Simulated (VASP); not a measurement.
# MnS (F-43m) in VASP: single point with PBE

Aim: the single point of MnS with PBE.

Program: VASP 6.6.1. These are calculated values, not measurements. Logs are shortened: lines on timing, memory, paths and dates and some standing lists are left out, and cuts for length are marked.

### Step 1. The cell of the first run

The structure is cubic, space group F-43m (No. 216). The conventional cell has a = 5.600 Å, b = 5.600 Å, c = 5.600 Å, α = 90.00°, β = 90.00°, γ = 90.00°. Within 3.2 Å of Mn (site symmetry -43m) lie 4 S at 2.42 Å. S (site symmetry -43m) has 4 Mn at 2.42 Å within 3.2 Å.

### Step 2. Single point, PBE, collinear spin, ferromagnetic start

The input, INCAR:

```
SYSTEM = MnS
PREC = Accurate
ENCUT = 520
EDIFF = 1E-6
ISMEAR = 0
SIGMA = 0.05
LREAL = .FALSE.
LASPH = .TRUE.
NELM = 150
ALGO = Normal
ISIF = 2
LWAVE = .FALSE.
LCHARG = .TRUE.
ISPIN = 2
MAGMOM = 4 0
LORBIT = 11
LMAXMIX = 4
GGA = PE
LELF = .TRUE.
LVHAR = .TRUE.
NBANDS = 20
```

The input, KPOINTS:

```
regular mesh
0
G
  12 12 12
  0 0 0
```

The input, POSCAR:

```
MnS
1.0
    0.0000000000      2.8000000000      2.8000000000
    2.8000000000      0.0000000000      2.8000000000
    2.8000000000      2.8000000000      0.0000000000
Mn S
1 1
Direct
    0.0000000000      0.0000000000      0.0000000000
    0.7500000000      0.7500000000      0.7500000000
```

Potentials or basis: VASP PAW PBE potentials, release 64 (Mn_pv, S).

Started as:

```console
cat potpaw_PBE.64/Mn_pv/POTCAR potpaw_PBE.64/S/POTCAR > POTCAR
mpirun -np 1 vasp_std > vasp.out
```

OUTCAR:

```text
SYSTEM = MnS
   PREC = Accurate
   ENCUT = 520
   EDIFF = 1E-6
   ISMEAR = 0
   LREAL = .FALSE.
   LASPH = .TRUE.
   NELM = 150
   ISIF = 2
   ISPIN = 2
   LORBIT = 11
   GGA = PE

 ion  position               nearest neighbor table
   1  0.000  0.000  0.000-   2 2.42   2 2.42   2 2.42   2 2.42
   2  0.750  0.750  0.750-   1 2.42   1 2.42   1 2.42   1 2.42

  LATTYP: Found a face centered cubic cell.
 ALAT       =     5.6000000000

  Lattice vectors:

 A1 = (   0.0000000000,   2.8000000000,   2.8000000000)
 A2 = (   2.8000000000,   0.0000000000,   2.8000000000)
 A3 = (   2.8000000000,   2.8000000000,   0.0000000000)

Analysis of symmetry for initial positions (statically):
=====================================================================
 Subroutine PRICEL returns:
 Original cell was already a primitive cell.

 Routine SETGRP: Setting up the symmetry group for a
 face centered cubic supercell.

 Subroutine GETGRP returns: Found 24 space group operations
 (whereof 24 operations were pure point group operations)
 out of a pool of 48 trial point group operations.

The static configuration has the point symmetry T_d .

Analysis of symmetry for dynamics (positions and initial velocities):
=====================================================================
 Subroutine PRICEL returns:
 Original cell was already a primitive cell.

 Routine SETGRP: Setting up the symmetry group for a
 face centered cubic supercell.

 Subroutine GETGRP returns: Found 24 space group operations
 (whereof 24 operations were pure point group operations)
 out of a pool of 48 trial point group operations.

The dynamic configuration has the point symmetry T_d .

Analysis of structural, dynamic, and magnetic symmetry:
=====================================================================
 Subroutine PRICEL returns:
 Original cell was already a primitive cell.

 Routine SETGRP: Setting up the symmetry group for a
 face centered cubic supercell.

 Subroutine GETGRP returns: Found 24 space group operations
 (whereof 24 operations were pure point group operations)
 out of a pool of 48 trial point group operations.

The overall configuration has the point symmetry T_d .

 Subroutine INISYM returns: Found 24 space group operations
 (whereof 24 operations are pure point group operations),
 and found     1 'primitive' translations

----------------------------------------------------------------------------------------

                                     Primitive cell

  volume of cell :      43.9040

  direct lattice vectors                    reciprocal lattice vectors
     0.000000000  2.800000000  2.800000000    -0.178571429  0.178571429  0.178571429
     2.800000000  0.000000000  2.800000000     0.178571429 -0.178571429  0.178571429
     2.800000000  2.800000000  0.000000000     0.178571429  0.178571429 -0.178571429

  length of vectors
     3.959797975  3.959797975  3.959797975     0.309294787  0.309294787  0.309294787

  position of ions in fractional coordinates (direct lattice)
     0.000000000  0.000000000  0.000000000
     0.750000000  0.750000000  0.750000000

  ion indices of the primitive-cell ions
   primitive index   ion index
                 1           1
                 2           2

----------------------------------------------------------------------------------------

 KPOINTS: regular mesh

Automatic generation of k-mesh.
 Grid dimensions read from file:
 generate k-points for:   12   12   12

 Generating k-lattice:

  Cartesian coordinates                     Fractional coordinates (reciprocal lattice)
    -0.014880952  0.014880952  0.014880952     0.083333333  0.000000000  0.000000000
     0.014880952 -0.014880952  0.014880952     0.000000000  0.083333333  0.000000000
     0.014880952  0.014880952 -0.014880952     0.000000000  0.000000000  0.083333333

  Length of vectors
     0.025774566  0.025774566  0.025774566

  Shift w.r.t. Gamma in fractional coordinates (k-lattice)
     0.000000000  0.000000000  0.000000000

 Subroutine IBZKPT returns following result:
 ===========================================

 Found     72 irreducible k-points:

 Following reciprocal coordinates:
            Coordinates               Weight
  0.000000  0.000000  0.000000      1.000000
  0.083333  0.000000  0.000000      8.000000
  0.166667  0.000000  0.000000      8.000000
  0.250000  0.000000  0.000000      8.000000
  0.333333  0.000000  0.000000      8.000000
  0.416667  0.000000  0.000000      8.000000
[... 16 lines left out ...]
  0.500000  0.166667  0.000000     24.000000
 -0.416667  0.166667  0.000000     24.000000
 [... further k-points ...]
   k-points           NKPTS =     72   k-points in BZ     NKDIM =     72   number of bands    NBANDS=     20
   number of dos      NEDOS =    301   number of ions     NIONS =      2
   total plane-waves  NPLWV =  27000
   dimension x,y,z NGX =    30 NGY =   30 NGZ =   30
   dimension x,y,z NGXF=    60 NGYF=   60 NGZF=   60
   ions per type =               1   1
   NGX,Y,Z   is equivalent  to a cutoff of  12.60, 12.60, 12.60 a.u.
   NGXF,Y,Z  is equivalent  to a cutoff of  25.19, 25.19, 25.19 a.u.
 SYSTEM =  MnS
   PREC   = accura    normal or accurate (medium, high low for compatibility)
   ISTART =      0    job   : 0-new  1-cont  2-samecut
   ICHARG =      2    charge: 1-file 2-atom 10-const
   ISPIN  =      2    spin polarized calculation?
   LNONCOLLINEAR =      F non collinear calculations
   LSORBIT =      F    spin-orbit coupling
   LASPH  =      T    aspherical Exc in radial PAW
   ENCUT  =  520.0 eV  38.22 Ry    6.18 a.u.   7.36  7.36  7.36*2*pi/ulx,y,z
   NELM   =    150;   NELMIN=  2; NELMDL= -5     # of ELM steps
   EDIFF  = 0.1E-05   stopping-criterion for ELM
   LREAL  =      F    real-space projection
   EDIFFG = 0.1E-04   stopping-criterion for IOM
   NSW    =      0    number of steps for IOM
   IBRION =     -1    ionic relax: 0-MD 1-quasi-New 2-CG
   NFREE  =      0    steps in history (QN), initial steepest desc. (CG)
   ISIF   =      2    stress and relaxation
   ISYM   =      2    0-nonsym 1-usesym 2-fastsym
   POTIM  = 0.5000    time-step for ionic-motion
   TEBEG  =    0.0;   TEEND  =   0.0 temperature during run
   PSTRESS=    0.0 pullay stress
   NELECT =      19.0000    total number of electrons
   NUPDOWN=      -1.0000    fix difference up-down
   EMIN   =  10.00;   EMAX   =-10.00  energy-range for DOS
   EFERMI =   0.00;   METHOD = LEGACY
   ISMEAR =     0;   SIGMA  =   0.05  broadening in eV -4-tet -1-fermi 0-gaus
   EFERMI_NEDOS =   21; number of points for ismear=-14 and -15
   IALGO  =     38    algorithm
   IMIX   =      4    mixing-type and parameters
     AMIX     =   0.40;   BMIX     =  1.00
     AMIX_MAG =   1.60;   BMIX_MAG =  1.00
  volume/ion in A,a.u.               =      21.95       148.14
  Fermi-wavevector in a.u.,A,eV,Ry     =   1.238297  2.340041 20.862879  1.533378
  Thomas-Fermi vector in A             =   2.372828
   LORBIT       =     11    0 simple, 1 ext, 2 COOP (PROOUT), +10 PAW based schemes
   GGA     = PE    functional components
   LHFCALC =     F    Hartree Fock is set to
   AEXX    =    0.0000 exact exchange contribution
   IVDW    =     0    specifies the selected vdW correction
   LEPSILON=     F    determine dielectric tensor
   LRPA    =     F    only Hartree local field effects (RPA)
 spin polarized calculation
 Gauss-broadening in eV      SIGMA  =   0.05
  energy-cutoff  :      520.00
  volume of cell :       43.90
 maximum number of plane-waves:      1243
 NGX is ok and might be reduce to    30
   NGX = 15   NGY = 15   NGZ = 15

 number of electron      18.9999987 magnetization       4.9432067

 Free energy of the ion-electron system (eV)
  ---------------------------------------------------
  ext. energy  EPLUGINS =         0.00000000
  ---------------------------------------------------
  free energy    TOTEN  =       -14.08096007 eV

  energy without entropy =      -14.07954840  energy(sigma->0) =      -14.08025423

 E-fermi :   4.5337     XC(G=0):  -9.3124

 val. band max:        4.5329043769   @ k =  -0.2500   0.5000   0.2500
 cond. band min:       4.5423879032   @ k =   0.5000   0.4167   0.0000
 fundamental gap:      0.0094835263
 Fermi energy:         4.5337163812

 spin component 1

 k-point     1 :       0.0000    0.0000    0.0000
  band No.  band energies     occupation
      1     -46.2509      1.00000
      2     -46.2509      1.00000
      3     -46.2509      1.00000
      4      -9.3861      1.00000
      5      -0.3619      1.00000
      6      -0.3619      1.00000
[... 12 lines left out ...]
     19      16.5403      0.00000
     20      17.1672      0.00000

 k-point     2 :       0.0833    0.0000    0.0000
  band No.  band energies     occupation
      1     -46.2511      1.00000
      2     -46.2509      1.00000
      3     -46.2509      1.00000
      4      -9.3451      1.00000
      5      -0.4285      1.00000
      6      -0.3445      1.00000
[... 12 lines left out ...]
     19      16.4555      0.00000
     20      17.2923      0.00000

 k-point     3 :       0.1667    0.0000    0.0000
  band No.  band energies     occupation
      1     -46.2517      1.00000
      2     -46.2510      1.00000
      3     -46.2510      1.00000
      4      -9.2303      1.00000
      5      -0.6017      1.00000
      6      -0.2982      1.00000
[... 12 lines left out ...]
     19      15.8755      0.00000
     20      18.3745      0.00000

 k-point     4 :       0.2500    0.0000    0.0000
  band No.  band energies     occupation
      1     -46.2525      1.00000
      2     -46.2511      1.00000
      3     -46.2511      1.00000
      4      -9.0655      1.00000
      5      -0.8214      1.00000
      6      -0.2396      1.00000
[... 429 lines left out ...]
 k-point    23 :       0.5000    0.1667    0.0000
  band No.  band energies     occupation
      1     -46.2538      1.00000
      2     -46.2519      1.00000
      3     -46.2516      1.00000
      4      -8.6523      1.00000
      5      -1.0580      1.00000
      6      -0.2464      1.00000
[... 12 lines left out ...]
     19      17.0900      0.00000
     20      18.0176      0.00000

 k-point    24 :      -0.4167    0.1667    0.0000
  band No.  band energies     occupation
      1     -46.2539      1.00000
      2     -46.2520      1.00000
      3     -46.2515      1.00000
      4      -8.6391      1.00000
      5      -1.0243      1.00000
      6      -0.2948      1.00000
[... 12 lines left out ...]
     19      16.7953      0.00000
     20      18.3762      0.00000

 [... further k-points ...]

 spin component 2

 k-point     1 :       0.0000    0.0000    0.0000
  band No.  band energies     occupation
      1     -41.6483      1.00000
      2     -41.6483      1.00000
      3     -41.6483      1.00000
      4      -9.0691      1.00000
      5       1.2195      1.00000
      6       1.2195      1.00000
[... 12 lines left out ...]
     19      17.3948      0.00000
     20      18.1365      0.00000

 k-point     2 :       0.0833    0.0000    0.0000
  band No.  band energies     occupation
      1     -41.6486      1.00000
      2     -41.6483      1.00000
      3     -41.6483      1.00000
      4      -9.0306      1.00000
      5       1.0619      1.00000
      6       1.2264      1.00000
[... 12 lines left out ...]
     19      17.2573      0.00000
     20      18.3887      0.00000

 k-point     3 :       0.1667    0.0000    0.0000
  band No.  band energies     occupation
      1     -41.6494      1.00000
      2     -41.6485      1.00000
      3     -41.6485      1.00000
      4      -8.9227      1.00000
      5       0.6723      1.00000
      6       1.2441      1.00000
[... 12 lines left out ...]
     19      16.7948      0.00000
     20      19.4483      0.00000

 k-point     4 :       0.2500    0.0000    0.0000
  band No.  band energies     occupation
      1     -41.6506      1.00000
      2     -41.6486      1.00000
      3     -41.6486      1.00000
      4      -8.7681      1.00000
      5       0.2040      1.00000
      6       1.2653      1.00000
[... 429 lines left out ...]
 k-point    23 :       0.5000    0.1667    0.0000
  band No.  band energies     occupation
      1     -41.6526      1.00000
      2     -41.6497      1.00000
      3     -41.6493      1.00000
      4      -8.3815      1.00000
      5      -0.3986      1.00000
      6       0.9594      1.00000
[... 12 lines left out ...]
     19      17.9454      0.00000
     20      18.8562      0.00000

 k-point    24 :      -0.4167    0.1667    0.0000
  band No.  band energies     occupation
      1     -41.6526      1.00000
      2     -41.6498      1.00000
      3     -41.6492      1.00000
      4      -8.3691      1.00000
      5      -0.4025      1.00000
      6       0.8914      1.00000
[... 12 lines left out ...]
     19      17.5923      0.00000
     20      19.2619      0.00000

 [... further k-points ...]

------------------------ aborting loop because EDIFF is reached ----------------------------------------

  FORCE on cell =-STRESS in cart. coord.  units (eV):
  Direction    XX          YY          ZZ          XY          YZ          ZX
  --------------------------------------------------------------------------------------
  -------------------------------------------------------------------------------------
  Total        0.3609874      0.3609874      0.3609874      0.0000000     -0.0000000      0.0000000
  in kB       13.1734200     13.1734200     13.1734200      0.0000000     -0.0000000      0.0000000
  external PRESSURE =      13.1734200 kB  Pullay stress =       0.0000000 kB

 VOLUME and BASIS-vectors are now :
 -----------------------------------------------------------------------------
  energy-cutoff  :      520.00
  volume of cell :       43.90
      direct lattice vectors                 reciprocal lattice vectors
     0.000000000  2.800000000  2.800000000    -0.178571429  0.178571429  0.178571429
     2.800000000  0.000000000  2.800000000     0.178571429 -0.178571429  0.178571429
     2.800000000  2.800000000  0.000000000     0.178571429  0.178571429 -0.178571429

 POSITION                                       TOTAL-FORCE (eV/Angst)
 -----------------------------------------------------------------------------------
      0.00000      0.00000      0.00000        -0.000000      0.000000     -0.000000
      4.20000      4.20000      4.20000         0.000000     -0.000000      0.000000
 -----------------------------------------------------------------------------------
    total drift:                                0.000000      0.000000      0.000000

  FREE ENERGIE OF THE ION-ELECTRON SYSTEM (eV)
  ---------------------------------------------------
  free  energy   TOTEN  =       -14.0809600712 eV

  energy  without entropy=      -14.0795483988  energy(sigma->0) =      -14.08025423

 total charge

# of ion       s       p       d       tot
------------------------------------------
    1        0.261   6.213   4.901  11.374
    2        1.314   2.451   0.000   3.766
--------------------------------------------------
tot          1.575   8.664   4.901  15.140

 magnetization (x)

# of ion       s       p       d       tot
------------------------------------------
    1        0.049   0.066   4.226   4.342
    2        0.012   0.080   0.000   0.091
--------------------------------------------------
tot          0.061   0.146   4.226   4.433
```

It took 3.6 min on 1 thread of AMD EPYC 7R13, shared host; peak memory 0.22 GiB.

Results:

| Item | Value |
| --- | --- |
| Free energy | -14.0810 eV |
| Pressure | 1.3 GPa |
| Net moment | 4.94 μB per cell |
| Site moments | Mn +4.34; S +0.09 μB |
| Valence electrons inside the program's atomic spheres | Mn 11.37; S 3.77 |

Caveat: a cell with one magnetic atom can't hold antiferromagnetic order, which such compounds often take; semilocal functionals often make such compounds metallic where correlation or magnetic order opens a gap, which also shifts bond lengths.
